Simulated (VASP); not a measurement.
# BiTe (Fm-3m) in VASP: notebook

The runs below take BiTe through single point, with PBEsol, r2SCAN+rVV10, r2SCAN, PBE.

Everything below comes from runs of VASP 6.6.1. Logs are shortened: lines on timing, memory, paths and dates and some standing lists are left out, and cuts for length are marked.

## 1. The cell of the first run

It takes space group Fm-3m (No. 225, cubic). The conventional cell has a = 6.638 Å, b = 6.638 Å, c = 6.638 Å, α = 90.00°, β = 90.00°, γ = 90.00°. Within 4.4 Å of Bi (site symmetry m-3m) lie 6 Te at 3.32 Å. Te (site symmetry m-3m) has 6 Bi at 3.32 Å within 4.4 Å.

## 2. Single point, PBEsol (volume scaled by 1.08)

INCAR

```
SYSTEM = BiTe
  ALGO = Normal
  EDIFF = 1E-6
  ENCUT = 520
  GGA = PS
  ISIF = 2
  ISMEAR = -1
  LASPH = .TRUE.
  LCHARG = .FALSE.
  LREAL = .FALSE.
  LWAVE = .FALSE.
  NBANDS = 18
  NELM = 80
  PREC = Accurate
  SIGMA = 0.025
```

KPOINTS

```
k-points
0
G
  7 7 7
  0 0 0
```

POSCAR

```
BiTe
1.0
    0.0000000000      3.3190633125      3.3190633125
    3.3190633125      0.0000000000      3.3190633125
    3.3190633125      3.3190633125      0.0000000000
Bi Te
1 1
Direct
    0.0000000000      0.0000000000      0.0000000000
    0.5000000000      0.5000000000      0.5000000000
```

Potentials or basis: VASP PAW PBE potentials, release 64 (Bi_d, Te).

The run is started by

```bash
$ cat potpaw_PBE.64/Bi_d/POTCAR potpaw_PBE.64/Te/POTCAR > POTCAR
$ mpirun -np 1 vasp_std > vasp.out
```

OUTCAR:

```text
SYSTEM = BiTe
   EDIFF = 1E-6
   ENCUT = 520
   GGA = PS
   ISIF = 2
   ISMEAR = -1
   LASPH = .TRUE.
   LREAL = .FALSE.
   NELM = 80
   PREC = Accurate

 ion  position               nearest neighbor table
   1  0.000  0.000  0.000-   2 3.32   2 3.32   2 3.32   2 3.32   2 3.32   2 3.32
   2  0.500  0.500  0.500-   1 3.32   1 3.32   1 3.32   1 3.32   1 3.32   1 3.32

  LATTYP: Found a face centered cubic cell.
 ALAT       =     6.6381266250

  Lattice vectors:

 A1 = (   0.0000000000,   3.3190633125,   3.3190633125)
 A2 = (   3.3190633125,   0.0000000000,   3.3190633125)
 A3 = (   3.3190633125,   3.3190633125,   0.0000000000)

Analysis of symmetry for initial positions (statically):
=====================================================================
 Subroutine PRICEL returns:
 Original cell was already a primitive cell.

 Routine SETGRP: Setting up the symmetry group for a
 face centered cubic supercell.

 Subroutine GETGRP returns: Found 48 space group operations
 (whereof 48 operations were pure point group operations)
 out of a pool of 48 trial point group operations.

The static configuration has the point symmetry O_h .

Analysis of symmetry for dynamics (positions and initial velocities):
=====================================================================
 Subroutine PRICEL returns:
 Original cell was already a primitive cell.

 Routine SETGRP: Setting up the symmetry group for a
 face centered cubic supercell.

 Subroutine GETGRP returns: Found 48 space group operations
 (whereof 48 operations were pure point group operations)
 out of a pool of 48 trial point group operations.

The dynamic configuration has the point symmetry O_h .

 Subroutine INISYM returns: Found 48 space group operations
 (whereof 48 operations are pure point group operations),
 and found     1 'primitive' translations

----------------------------------------------------------------------------------------

                                     Primitive cell

  volume of cell :      73.1268

  direct lattice vectors                    reciprocal lattice vectors
     0.000000000  3.319063312  3.319063312    -0.150644912  0.150644912  0.150644912
     3.319063312  0.000000000  3.319063312     0.150644912 -0.150644912  0.150644912
     3.319063312  3.319063312  0.000000000     0.150644912  0.150644912 -0.150644912

  length of vectors
     4.693864351  4.693864351  4.693864351     0.260924641  0.260924641  0.260924641

  position of ions in fractional coordinates (direct lattice)
     0.000000000  0.000000000  0.000000000
     0.500000000  0.500000000  0.500000000

  ion indices of the primitive-cell ions
   primitive index   ion index
                 1           1
                 2           2

----------------------------------------------------------------------------------------

 KPOINTS: k-points

Automatic generation of k-mesh.
 Grid dimensions read from file:
 generate k-points for:    7    7    7

 Generating k-lattice:

  Cartesian coordinates                     Fractional coordinates (reciprocal lattice)
    -0.021520702  0.021520702  0.021520702     0.142857143  0.000000000  0.000000000
     0.021520702 -0.021520702  0.021520702     0.000000000  0.142857143  0.000000000
     0.021520702  0.021520702 -0.021520702     0.000000000  0.000000000  0.142857143

  Length of vectors
     0.037274949  0.037274949  0.037274949

  Shift w.r.t. Gamma in fractional coordinates (k-lattice)
     0.000000000  0.000000000  0.000000000

 Subroutine IBZKPT returns following result:
 ===========================================

 Found     20 irreducible k-points:

 Following reciprocal coordinates:
            Coordinates               Weight
  0.000000  0.000000  0.000000      1.000000
  0.142857  0.000000  0.000000      8.000000
  0.285714  0.000000  0.000000      8.000000
  0.428571  0.000000  0.000000      8.000000
  0.142857  0.142857  0.000000      6.000000
  0.285714  0.142857  0.000000     24.000000
[... 12 lines left out ...]
 -0.428571  0.428571  0.142857     24.000000
 -0.285714  0.428571  0.142857     24.000000
   k-points           NKPTS =     20   k-points in BZ     NKDIM =     20   number of bands    NBANDS=     18
   number of dos      NEDOS =    301   number of ions     NIONS =      2
   total plane-waves  NPLWV =  46656
   dimension x,y,z NGX =    36 NGY =   36 NGZ =   36
   dimension x,y,z NGXF=    72 NGYF=   72 NGZF=   72
   ions per type =               1   1
   NGX,Y,Z   is equivalent  to a cutoff of  12.75, 12.75, 12.75 a.u.
   NGXF,Y,Z  is equivalent  to a cutoff of  25.50, 25.50, 25.50 a.u.
 SYSTEM =  BiTe
   PREC   = accura    normal or accurate (medium, high low for compatibility)
   ISTART =      0    job   : 0-new  1-cont  2-samecut
   ICHARG =      2    charge: 1-file 2-atom 10-const
   ISPIN  =      1    spin polarized calculation?
   LNONCOLLINEAR =      F non collinear calculations
   LSORBIT =      F    spin-orbit coupling
   LASPH  =      T    aspherical Exc in radial PAW
   ENCUT  =  520.0 eV  38.22 Ry    6.18 a.u.   8.73  8.73  8.73*2*pi/ulx,y,z
   NELM   =     80;   NELMIN=  2; NELMDL= -5     # of ELM steps
   EDIFF  = 0.1E-05   stopping-criterion for ELM
   LREAL  =      F    real-space projection
   EDIFFG = 0.1E-04   stopping-criterion for IOM
   NSW    =      0    number of steps for IOM
   IBRION =     -1    ionic relax: 0-MD 1-quasi-New 2-CG
   NFREE  =      0    steps in history (QN), initial steepest desc. (CG)
   ISIF   =      2    stress and relaxation
   ISYM   =      2    0-nonsym 1-usesym 2-fastsym
   POTIM  = 0.5000    time-step for ionic-motion
   TEBEG  =    0.0;   TEEND  =   0.0 temperature during run
   PSTRESS=    0.0 pullay stress
   NELECT =      21.0000    total number of electrons
   NUPDOWN=      -1.0000    fix difference up-down
   EMIN   =  10.00;   EMAX   =-10.00  energy-range for DOS
   EFERMI =   0.00;   METHOD = LEGACY
   ISMEAR =    -1;   SIGMA  =   0.03  broadening in eV -4-tet -1-fermi 0-gaus
   EFERMI_NEDOS =   21; number of points for ismear=-14 and -15
   IALGO  =     38    algorithm
   IMIX   =      4    mixing-type and parameters
     AMIX     =   0.40;   BMIX     =  1.00
     AMIX_MAG =   1.60;   BMIX_MAG =  1.00
  volume/ion in A,a.u.               =      36.56       246.74
  Fermi-wavevector in a.u.,A,eV,Ry     =   1.080080  2.041054 15.872172  1.166572
  Thomas-Fermi vector in A             =   2.216061
   LORBIT       =      0    0 simple, 1 ext, 2 COOP (PROOUT), +10 PAW based schemes
   GGA     = PS    functional components
   LHFCALC =     F    Hartree Fock is set to
   AEXX    =    0.0000 exact exchange contribution
   IVDW    =     0    specifies the selected vdW correction
   LEPSILON=     F    determine dielectric tensor
   LRPA    =     F    only Hartree local field effects (RPA)
 non-spin polarized calculation
  energy-cutoff  :      520.00
  volume of cell :       73.13
 maximum number of plane-waves:      1992
   NGX = 17   NGY = 17   NGZ = 17

 number of electron      21.0000003 magnetization

 Free energy of the ion-electron system (eV)
  ---------------------------------------------------
  ext. energy  EPLUGINS =         0.00000000
  ---------------------------------------------------
  free energy    TOTEN  =        -7.84567740 eV

  energy without entropy =       -7.84052140  energy(sigma->0) =       -7.84309940

 E-fermi :   5.6061     XC(G=0):  -9.2555

 val. band max:        5.5517122169   @ k =  -0.4286   0.1429   0.0000
 cond. band min:       5.6505070473   @ k =   0.1429   0.1429   0.0000
 fundamental gap:      0.0987948305
 Fermi energy:         5.6060676539

 k-point     1 :       0.0000    0.0000    0.0000
  band No.  band energies     occupation
      1     -17.4514      2.00000
      2     -17.4514      2.00000
      3     -17.4511      2.00000
      4     -17.4511      2.00000
      5     -17.4511      2.00000
      6      -7.4333      2.00000
[... 10 lines left out ...]
     17      11.2263      0.00000
     18      12.1870      0.00000

 k-point     2 :       0.1429    0.0000    0.0000
  band No.  band energies     occupation
      1     -17.4520      2.00000
      2     -17.4520      2.00000
      3     -17.4509      2.00000
      4     -17.4502      2.00000
      5     -17.4502      2.00000
      6      -7.2693      2.00000
[... 10 lines left out ...]
     17      12.3111      0.00000
     18      13.0825      0.00000

 k-point     3 :       0.2857    0.0000    0.0000
  band No.  band energies     occupation
      1     -17.4534      2.00000
      2     -17.4534      2.00000
      3     -17.4503      2.00000
      4     -17.4479      2.00000
      5     -17.4479      2.00000
      6      -6.7887      2.00000
[... 10 lines left out ...]
     17      14.1985      0.00000
     18      15.0501      0.00000

 k-point     4 :       0.4286    0.0000    0.0000
  band No.  band energies     occupation
      1     -17.4545      2.00000
      2     -17.4545      2.00000
      3     -17.4498      2.00000
      4     -17.4461      2.00000
      5     -17.4461      2.00000
      6      -6.0339      2.00000
[... 291 lines left out ...]
      4     -17.4471      2.00000
      5     -17.4453      2.00000
      6      -5.7844      2.00000
[... 10 lines left out ...]
     17      14.3865      0.00000
     18      15.7581      0.00000

 k-point    19 :      -0.4286    0.4286    0.1429
  band No.  band energies     occupation
      1     -17.4584      2.00000
      2     -17.4516      2.00000
      3     -17.4499      2.00000
      4     -17.4457      2.00000
      5     -17.4441      2.00000
      6      -5.8062      2.00000
[... 10 lines left out ...]
     17      15.3721      0.00000
     18      15.6698      0.00000

 k-point    20 :      -0.2857    0.4286    0.1429
  band No.  band energies     occupation
      1     -17.4573      2.00000
      2     -17.4511      2.00000
      3     -17.4494      2.00000
      4     -17.4476      2.00000
      5     -17.4442      2.00000
      6      -5.4401      2.00000
[... 10 lines left out ...]
     17      14.6923      0.00000
     18      15.4198      0.00000

------------------------ aborting loop because EDIFF is reached ----------------------------------------

  FORCE on cell =-STRESS in cart. coord.  units (eV):
  Direction    XX          YY          ZZ          XY          YZ          ZX
  --------------------------------------------------------------------------------------
  -------------------------------------------------------------------------------------
  Total       -2.0602572     -2.0602572     -2.0602572     -0.0000000     -0.0000000     -0.0000000
  in kB      -45.1393626    -45.1393626    -45.1393626     -0.0000000     -0.0000000     -0.0000000
  external PRESSURE =     -45.1393626 kB  Pullay stress =       0.0000000 kB

 VOLUME and BASIS-vectors are now :
 -----------------------------------------------------------------------------
  energy-cutoff  :      520.00
  volume of cell :       73.13
      direct lattice vectors                 reciprocal lattice vectors
     0.000000000  3.319063312  3.319063312    -0.150644912  0.150644912  0.150644912
     3.319063312  0.000000000  3.319063312     0.150644912 -0.150644912  0.150644912
     3.319063312  3.319063312  0.000000000     0.150644912  0.150644912 -0.150644912

 POSITION                                       TOTAL-FORCE (eV/Angst)
 -----------------------------------------------------------------------------------
      0.00000      0.00000      0.00000         0.000000      0.000000      0.000000
      3.31906      3.31906      3.31906        -0.000000     -0.000000     -0.000000
 -----------------------------------------------------------------------------------
    total drift:                               -0.000000      0.000000      0.000000

  FREE ENERGIE OF THE ION-ELECTRON SYSTEM (eV)
  ---------------------------------------------------
  free  energy   TOTEN  =        -7.8456773999 eV

  energy  without entropy=       -7.8405213980  energy(sigma->0) =       -7.84309940
```

It took 14 s on 1 thread of AMD EPYC 9R45 (Zen 5), shared host; peak memory 0.18 GiB.

What came out:

- Free energy: -7.8457 eV
- Pressure: -4.5 GPa

Levels at points of the mesh, in eV from the Fermi level:
```csv
k point,band 8,band 9,band 10,band 11,band 12,band 13
"(0.00, 0.00, 0.00)",-2.34,-2.34,-2.34,1.97,1.97,1.97
```

Caveat: the PAW data sets were made with another functional, which shifts forces and pressure a little; spin-orbit coupling is left out, which moves the levels of the heavy elements.

(Part 1 of 2 ends here.)
